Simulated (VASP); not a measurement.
Wanted: the native input for a VASP 6.6.1 run.

* Task: single point
* Functional: PBE
* Potentials or basis: VASP PAW PBE potentials, release 64 (Mn_pv, Cu)
* Cutoff: 520 eV
* k mesh: 12 × 12 × 4
* Occupations: gaussian, width 0.1 eV
* Spin: collinear spin, ferromagnetic start
* Starting moments: [4.0, 0.0, 0.0] μB
* Dipole correction: no
* Further INCAR settings: ALGO = Normal; EDIFF = 1e-07; NBANDS = 28

The structure of MnCu2 lies in POSCAR:

```
MnCu2
1.0
    2.4148035900      0.0000000000      0.0000000000
   -1.2074017900      2.0912812500      0.0000000000
    0.0000000000      0.0000000000      4.9984461600
Mn Cu
1 2
Direct
    0.0000000000      0.0000000000      0.5000000000
    0.0000000000      0.0000000000      0.1986247500
    0.0000000000      0.0000000000      0.8013752500
```

The cell was built from a structure type or drawn by symmetry, and may not be a known phase.

These files were run (other wordings do the same):

INCAR

```
PREC     = Accurate       # precision mode
ENCUT    = 520            # plane-wave cutoff, eV
EDIFF    = 1E-7           # SCF threshold, eV
ISMEAR   = 0              # smearing method
SIGMA    = 0.1            # smearing width, eV
LREAL    = False          # projectors in reciprocal space
LASPH    = True           # aspherical terms in the spheres
NELM     = 150            # most SCF steps
ALGO     = Normal         # electronic algorithm
ISIF     = 2              # what is computed and relaxed
LWAVE    = False          # write WAVECAR
LCHARG   = True           # write CHGCAR
ISPIN    = 2              # spin polarisation
MAGMOM   = 4 0 0          # initial moments
LORBIT   = 11             # projections on sites
LMAXMIX  = 4              # l up to which the mixer works
GGA      = PE             # functional
LELF     = True           # ELF
LVHAR    = True         
NBANDS   = 28             # bands
```

KPOINTS

```
regular mesh
0
Gamma
  12 12 4
```

Potentials or basis: VASP PAW PBE potentials, release 64 (Mn_pv, Cu).

Run with:

```bash
$ cat potpaw_PBE.64/Mn_pv/POTCAR potpaw_PBE.64/Cu/POTCAR > POTCAR
$ mpirun -np 1 vasp_std > vasp.out
```

Results of the run:

```yaml
Pressure: 250.4 GPa
Largest_force: 21.137 eV/Å
Net_moment: 0.37 μB per cell
Site_moments: Mn +0.27; Cu +0.06 μB
```

Caveat: atoms lie so close that the PAW spheres overlap strongly, which falsifies energies and pressures; the cell stands under pressure; forces of over 1 eV/Å act on the atoms, so gaps and moduli don't describe the material at rest.

Wall time 63 s on 1 thread of Intel(R) Xeon(R) 6975P-C (Granite Rapids), with other jobs on the host, peak memory 0.18 GiB.
